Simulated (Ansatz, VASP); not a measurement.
**Ge in VASP and in Ansatz**

```
CELL_PARAMETERS angstrom
0.00000 2.84674 5.04653
2.59495 0.00000 5.04653
2.59495 2.84674 0.00000
ATOMIC_POSITIONS crystal
Ge 0.72649 0.27351 0.72649
Ge 0.27351 0.72649 0.27351
Ge 0.21813 0.21813 0.78187
Ge 0.78187 0.78187 0.21813
```

Alike in both runs: task single point; functional LDA; k mesh 7 × 7 × 7; occupations fermi-dirac, width 0.05 eV; no spin polarisation.

|  | VASP | Ansatz |
| --- | --- | --- |
| version | VASP 6.6.1 | Ansatz 0.2.0 |
| potentials or method | VASP PAW LDA potentials, release 64 (Ge_d) | Ansatz PAW |
| plane-wave cutoff (eV) | 520 | 420 |
| valence electrons in the cell | 56 | 56 |

|  | VASP | Ansatz | Ansatz less VASP |
| --- | --- | --- | --- |
| gap on the k mesh at the Fermi level (eV) | none | none | - |
| pressure (GPa) | -2.5 | -2.6 | -0.10 |
| traceless stress, the component that is largest in VASP (GPa) | 0.55 | 0.54 | -0.009 |
| rms of the force components (eV/Å) | 0.023 | 0.023 | -0.0001 |

LDA's correlation is that of Perdew and Zunger in VASP and of Perdew and Wang (1992) in Ansatz. Atom by atom the forces differ by 0.001 eV/Å (rms over components). A gap of «none» marks a metal or a gap that the smearing closes.
